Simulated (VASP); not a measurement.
Here is a VASP 6.6.1 calculation.

The input POSCAR:

```
TiC
1.0
    0.0000000000      2.1639062048      2.1639062048
    2.1639062048      0.0000000000      2.1639062048
    2.1639062048      2.1639062048      0.0000000000
Ti C
1 1
Direct
    0.0000000000      0.0000000000      0.0000000000
    0.5000000000      0.5000000000      0.5000000000
```

INCAR.step1

```
SYSTEM = TiC
  ALGO = Normal
  EDIFF = 1E-4
  ENCUT = 520
  GGA = PE
  ISMEAR = 0
  LASPH = .TRUE.
  LCHARG = .FALSE.
  LREAL = .FALSE.
  LWAVE = .TRUE.
  NBANDS = 15
  NELM = 100
  PREC = Accurate
  SIGMA = 0.1
```

The input INCAR.step2:

```
SYSTEM = TiC
  ALGO = Normal
  EDIFF = 1E-6
  ENCUT = 520
  ISIF = 2
  ISMEAR = 0
  ISTART = 1
  LASPH = .TRUE.
  LCHARG = .FALSE.
  LMIXTAU = .TRUE.
  LREAL = .FALSE.
  LWAVE = .FALSE.
  METAGGA = R2SCAN
  NBANDS = 15
  NELM = 100
  PREC = Accurate
  SIGMA = 0.1
```

Contents of KPOINTS:

```
k-points
0
G
  16 16 16
  0 0 0
```

Potentials or basis: VASP PAW PBE potentials, release 64 (Ti_sv, C).

Command:

```bash
$ cat potpaw_PBE.64/Ti_sv/POTCAR potpaw_PBE.64/C/POTCAR > POTCAR
$ cp INCAR.step1 INCAR
$ mpirun -np 1 vasp_std > vasp.out
$ cp INCAR.step2 INCAR
$ mpirun -np 1 vasp_std > vasp.out
```

(1) Predict the band gap on the k mesh.

(2) Predict the pressure.

## Answers

(1) zero (band 8 reaches 10.38 eV, above the bottom of band 9 at 9.07 eV).

(2) 0.9 GPa.

Caveat: the PAW data sets were made with another functional, which shifts forces and pressure a little.
